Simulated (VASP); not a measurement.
# AlNi (Cmmm) in VASP: notebook

The runs below take AlNi through single point, with r2SCAN.

Everything below comes from runs of VASP 6.6.1. Logs are shortened: lines on timing, memory, paths and dates and some standing lists are left out, and cuts for length are marked.

### 1 The cell of the first run

The structure is orthorhombic, space group Cmmm (No. 65). Conventional cell: a = 3.877 Å, b = 3.906 Å, c = 3.099 Å, α = 90.00°, β = 90.00°, γ = 90.00°. Al (site symmetry mmm) has 8 Ni at 2.48 to 2.49 Å and 6 Al at 2.75 to 3.10 Å within 3.3 Å. Within 3.3 Å of Ni (site symmetry mmm) lie 8 Al at 2.48 to 2.49 Å and 6 Ni at 2.75 to 3.10 Å.

### 2 Single point, r2SCAN

POSCAR reads:

```
AlNi
1.0
    1.9386940000     -1.9531901500      0.0000000000
    1.9386940000      1.9531901500      0.0000000000
    0.0000000000      0.0000000000      3.0994300413
Al Ni
1 1
Direct
    0.0000000000      0.0000000000      0.0000000000
    0.5000000000      0.5000000000      0.5000000000
```

INCAR.step1 reads:

```
SYSTEM = AlNi
PREC = Accurate
ENCUT = 520
ISMEAR = 1
SIGMA = 0.02
LREAL = .FALSE.
LASPH = .TRUE.
NELM = 80
NBANDS = 14
GGA = PE
ALGO = Normal
EDIFF = 1E-4
LWAVE = .TRUE.
LCHARG = .FALSE.
```

INCAR.step2 reads:

```
SYSTEM = AlNi
PREC = Accurate
ENCUT = 520
EDIFF = 1E-7
ISMEAR = 1
SIGMA = 0.02
LREAL = .FALSE.
LASPH = .TRUE.
NELM = 80
ALGO = Normal
ISIF = 2
LWAVE = .FALSE.
LCHARG = .FALSE.
METAGGA = R2SCAN
LMIXTAU = .TRUE.
NBANDS = 14
ISTART = 1
```

KPOINTS reads:

```
Automatic mesh
0
G
  16 16 14
  0 0 0
```

Potentials or basis: VASP PAW PBE potentials, release 64 (Al, Ni).

Launch:

```sh
cat potpaw_PBE.64/Al/POTCAR potpaw_PBE.64/Ni/POTCAR > POTCAR
cp INCAR.step1 INCAR
mpirun -np 1 vasp_std > vasp.out
cp INCAR.step2 INCAR
mpirun -np 1 vasp_std > vasp.out
```

OUTCAR:

```text
SYSTEM = AlNi
   PREC = Accurate
   ENCUT = 520
   EDIFF = 1E-7
   ISMEAR = 1
   LREAL = .FALSE.
   LASPH = .TRUE.
   NELM = 80
   ISIF = 2
   METAGGA = R2SCAN
   ISTART = 1

 ion  position               nearest neighbor table
   1  0.000  0.000  0.000-   2 2.48   2 2.48   2 2.48   2 2.48   2 2.49   2 2.49   2 2.49   2 2.49

   2  0.500  0.500  0.500-   1 2.48   1 2.48   1 2.48   1 2.48   1 2.49   1 2.49   1 2.49   1 2.49

  LATTYP: Found a base centered orthorhombic cell.
 ALAT       =     3.8773880000
 B/A-ratio  =     1.0074772759
 C/A-ratio  =     0.7993603017

  Lattice vectors:

 A1 = (   1.9386940000,  -1.9531901500,   0.0000000000)
 A2 = (   1.9386940000,   1.9531901500,   0.0000000000)
 A3 = (   0.0000000000,   0.0000000000,   3.0994300413)

Analysis of symmetry for initial positions (statically):
=====================================================================
 Subroutine PRICEL returns:
 Original cell was already a primitive cell.

 Routine SETGRP: Setting up the symmetry group for a
 base centered orthorhombic supercell.

 Subroutine GETGRP returns: Found  8 space group operations
 (whereof  8 operations were pure point group operations)
 out of a pool of  8 trial point group operations.

The static configuration has the point symmetry D_2h.

Analysis of symmetry for dynamics (positions and initial velocities):
=====================================================================
 Subroutine PRICEL returns:
 Original cell was already a primitive cell.

 Routine SETGRP: Setting up the symmetry group for a
 base centered orthorhombic supercell.

 Subroutine GETGRP returns: Found  8 space group operations
 (whereof  8 operations were pure point group operations)
 out of a pool of  8 trial point group operations.

The dynamic configuration has the point symmetry D_2h.

 Subroutine INISYM returns: Found  8 space group operations
 (whereof  8 operations are pure point group operations),
 and found     1 'primitive' translations

----------------------------------------------------------------------------------------

                                     Primitive cell

  volume of cell :      23.4728

  direct lattice vectors                    reciprocal lattice vectors
     1.938694000 -1.953190150  0.000000000     0.257905580 -0.255991461  0.000000000
     1.938694000  1.953190150  0.000000000     0.257905580  0.255991461  0.000000000
     0.000000000  0.000000000  3.099430041     0.000000000  0.000000000  0.322639965

  length of vectors
     2.751996764  2.751996764  3.099430041     0.363382603  0.363382603  0.322639965
[... 87 lines left out ...]
   ISIF   =      2    stress and relaxation
   ISYM   =      2    0-nonsym 1-usesym 2-fastsym
   POTIM  = 0.5000    time-step for ionic-motion
   TEBEG  =    0.0;   TEEND  =   0.0 temperature during run
   PSTRESS=    0.0 pullay stress
   NELECT =      13.0000    total number of electrons
   NUPDOWN=      -1.0000    fix difference up-down
   EMIN   =  10.00;   EMAX   =-10.00  energy-range for DOS
   EFERMI =   0.00;   METHOD = LEGACY
   ISMEAR =     1;   SIGMA  =   0.02  broadening in eV -4-tet -1-fermi 0-gaus
   EFERMI_NEDOS =   21; number of points for ismear=-14 and -15
   IALGO  =     38    algorithm
   IMIX   =      4    mixing-type and parameters
     AMIX     =   0.40;   BMIX     =  1.00
     AMIX_MAG =   1.60;   BMIX_MAG =  1.00
  volume/ion in A,a.u.               =      11.74        79.20
  Fermi-wavevector in a.u.,A,eV,Ry     =   1.344417  2.540580 24.591955  1.807458
  Thomas-Fermi vector in A             =   2.472413
   LORBIT       =      0    0 simple, 1 ext, 2 COOP (PROOUT), +10 PAW based schemes
   METAGGA = R2SCAN    functional components
   LHFCALC =     F    Hartree Fock is set to
   AEXX    =    0.0000 exact exchange contribution
   IVDW    =     0    specifies the selected vdW correction
   LEPSILON=     F    determine dielectric tensor
   LRPA    =     F    only Hartree local field effects (RPA)
 non-spin polarized calculation
 Methfessel and Paxton  Order N= 1 SIGMA  =   0.02
  energy-cutoff  :      520.00
  volume of cell :       23.47
 maximum number of plane-waves:       646
   NGX = 11   NGY = 11   NGZ = 11

 number of electron      13.0000022 magnetization

 Free energy of the ion-electron system (eV)
  ---------------------------------------------------
  ext. energy  EPLUGINS =         0.00000000
  ---------------------------------------------------
  free energy    TOTEN  =       -20.01987349 eV

  energy without entropy =      -20.01987511  energy(sigma->0) =      -20.01987403

 E-fermi :  10.1636     XC(G=0): -13.1120

 val. band max:       10.1634029773   @ k =   0.5000   0.3125   0.5000
 cond. band min:      10.1643573674   @ k =   0.3125   0.1875   0.3571
 fundamental gap:      0.0009543901
 Fermi energy:        10.1636242295

 k-point     1 :       0.0000    0.0000    0.0000
  band No.  band energies     occupation
      1      -1.7340      2.00000
      2       6.5633      2.00000
      3       6.7651      2.00000
      4       8.4171      2.00000
      5       8.4358      2.00000
      6       8.6798      2.00000
      7      13.2878      0.00000
      8      17.5437      0.00000
      9      17.6740      0.00000
     10      17.7186      0.00000
     11      19.1140      0.00000
     12      26.0401      0.00000
     13      31.6188      0.00000
     14      31.6325      0.00000
[... 377 lines left out ...]
      1      -1.5696      2.00000
      2       6.6068      2.00000
      3       6.7820      2.00000
      4       8.3583      2.00000
      5       8.3862      2.00000
      6       8.6133      2.00000
      7      13.5412      0.00000
      8      16.2376      0.00000
      9      16.7546      0.00000
     10      18.1707      0.00000
     11      20.8176      0.00000
     12      26.7167      0.00000
     13      30.2749      0.00000
     14      30.6886      0.00000

 [... further k-points ...]
[... 5 lines left out ...]
  --------------------------------------------------------------------------------------
  -------------------------------------------------------------------------------------
  Total        0.5368699      0.2656531     -0.6698581      0.0000000      0.0000000      0.0000000
  in kB       36.6449404     18.1325899    -45.7222717      0.0000000      0.0000000      0.0000000
  external PRESSURE =       3.0184195 kB  Pullay stress =       0.0000000 kB

 VOLUME and BASIS-vectors are now :
 -----------------------------------------------------------------------------
  energy-cutoff  :      520.00
  volume of cell :       23.47
      direct lattice vectors                 reciprocal lattice vectors
     1.938694000 -1.953190150  0.000000000     0.257905580 -0.255991461  0.000000000
     1.938694000  1.953190150  0.000000000     0.257905580  0.255991461  0.000000000
     0.000000000  0.000000000  3.099430041     0.000000000  0.000000000  0.322639965

 POSITION                                       TOTAL-FORCE (eV/Angst)
 -----------------------------------------------------------------------------------
      0.00000      0.00000      0.00000        -0.000000      0.000000      0.000000
      1.93869      0.00000      1.54972         0.000000     -0.000000      0.000000
 -----------------------------------------------------------------------------------
    total drift:                                0.000000      0.000000      0.000000

  FREE ENERGIE OF THE ION-ELECTRON SYSTEM (eV)
  ---------------------------------------------------
  free  energy   TOTEN  =       -20.0198734932 eV

  energy  without entropy=      -20.0198751133  energy(sigma->0) =      -20.01987403
```

OUTCAR.step1:

```text
SYSTEM = AlNi
   PREC = Accurate
   ENCUT = 520
   ISMEAR = 1
   LREAL = .FALSE.
   LASPH = .TRUE.
[... 632 lines left out ...]
      0.00000      0.00000      0.00000         0.000000      0.000000      0.000000
      1.93869      0.00000      1.54972        -0.000000     -0.000000      0.000000
 -----------------------------------------------------------------------------------
    total drift:                                0.000000      0.000000      0.000000

  FREE ENERGIE OF THE ION-ELECTRON SYSTEM (eV)
  ---------------------------------------------------
  free  energy   TOTEN  =       -10.4818323087 eV

  energy  without entropy=      -10.4818071680  energy(sigma->0) =      -10.48182393
```

OSZICAR.step1:

```text
N       E                     dE             d eps       ncg     rms          rms(c)
DAV:   1     0.405115009529E+02    0.40512E+02   -0.54162E+03 16630   0.979E+02
DAV:   2    -0.102320595867E+02   -0.50744E+02   -0.45753E+02 17492   0.180E+02
DAV:   3    -0.119698351728E+02   -0.17378E+01   -0.17227E+01 20752   0.368E+01
DAV:   4    -0.119928413762E+02   -0.23006E-01   -0.23000E-01 19164   0.387E+00
DAV:   5    -0.119935273956E+02   -0.68602E-03   -0.68600E-03 21020   0.728E-01    0.124E+01
DAV:   6    -0.140906644756E+02   -0.20971E+01   -0.48223E+01 19340   0.977E+01    0.163E+01
DAV:   7    -0.105145887868E+02    0.35761E+01   -0.14148E+01 19620   0.579E+01    0.109E+00
DAV:   8    -0.104962461741E+02    0.18343E-01   -0.32392E-01 20346   0.620E+00    0.101E+00
DAV:   9    -0.104821506963E+02    0.14095E-01   -0.45759E-02 20940   0.278E+00    0.197E-01
DAV:  10    -0.104818423267E+02    0.30837E-03   -0.13639E-03 23252   0.484E-01    0.862E-02
DAV:  11    -0.104818323087E+02    0.10018E-04   -0.45166E-05 11740   0.822E-02
   1 F= -.10481832E+02 E0= -.10481824E+02  d E =-.251407E-04
```

Wall time 7.5 min (1 thread of AMD EPYC 9R45 (Zen 5), shared host); peak memory 0.26 GiB.

What came out:

```
Free energy : -20.0199 eV
Pressure    : 0.3 GPa
```

Caveat: the PAW data sets were made with another functional, which shifts forces and pressure a little.

### 3 Single point, r2SCAN

POSCAR is that of step 2.

INCAR.step1 reads:

```
SYSTEM = AlNi
PREC = Accurate ; ENCUT = 520
ISMEAR = 1 ; SIGMA = 0.2
LREAL = .False. ; LASPH = .True.
NELM = 100 ; NBANDS = 14
GGA = PE ; ALGO = Normal
EDIFF = 1E-4 ; LWAVE = .True.
LCHARG = .False.
```

INCAR.step2 reads:

```
SYSTEM = AlNi
PREC = Accurate ; ENCUT = 520
EDIFF = 1E-7 ; ISMEAR = 1
SIGMA = 0.2 ; LREAL = .False.
LASPH = .True. ; NELM = 100
ALGO = Normal ; ISIF = 2
LWAVE = .False. ; LCHARG = .True.
METAGGA = R2SCAN ; LMIXTAU = .True.
LELF = .True. ; LVHAR = .True.
NBANDS = 14 ; ISTART = 1
```

KPOINTS reads:

```
Automatic mesh
0
Gamma
  16 16 14
  0 0 0
```

Potentials or basis: VASP PAW PBE potentials, release 64 (Al, Ni).

Launch:

```sh
cat potpaw_PBE.64/Al/POTCAR potpaw_PBE.64/Ni/POTCAR > POTCAR
cp INCAR.step1 INCAR
mpirun -np 1 vasp_std > vasp.out
cp INCAR.step2 INCAR
mpirun -np 1 vasp_std > vasp.out
```

It took 7.2 min on 1 thread of AMD EPYC 9R45 (Zen 5), shared host; peak memory 0.26 GiB.

Results (log left out):

- Free energy: -20.0202 eV
- Pressure: 0.3 GPa

Stress tensor (GPa, compression positive):
```
 3.53  0.00  0.00
 0.00  1.91  0.00
 0.00  0.00 -4.50
```

Levels at points of the mesh, in eV from the Fermi level:
| k point | band 3 | band 4 | band 5 | band 6 | band 7 | band 8 | band 9 | band 10 | band 11 | band 12 |
| --- | --- | --- | --- | --- | --- | --- | --- | --- | --- | --- |
| (0.00, 0.00, 0.00) | -3.37 | -1.72 | -1.70 | -1.46 | 3.15 | 7.40 | 7.53 | 7.58 | 8.97 | 15.90 |
| (0.50, 0.00, 0.00) | -2.89 | -2.86 | -2.19 | -1.58 | -0.35 | 8.20 | 8.29 | 9.96 | 12.27 | 13.58 |
| (0.50, 0.50, 0.00) | -2.62 | -2.54 | -2.54 | -2.49 | -0.84 | 2.33 | 3.54 | 11.66 | 14.29 | 14.33 |
| (0.00, 0.00, 0.50) | -3.03 | -2.17 | -2.15 | -1.41 | -1.29 | 8.78 | 11.82 | 11.86 | 12.27 | 12.28 |
| (0.50, 0.00, 0.50) | -3.66 | -3.09 | -2.12 | -1.98 | -1.27 | 1.42 | 2.40 | 14.70 | 16.33 | 17.19 |
| (0.50, 0.50, 0.50) | -4.33 | -1.24 | -0.83 | 1.86 | 2.13 | 2.26 | 4.23 | 4.33 | 4.70 | 5.55 |

Caveat: the PAW data sets were made with another functional, which shifts forces and pressure a little. Spin polarisation is off, so any magnetic state and its effect on volume and gap are missing.
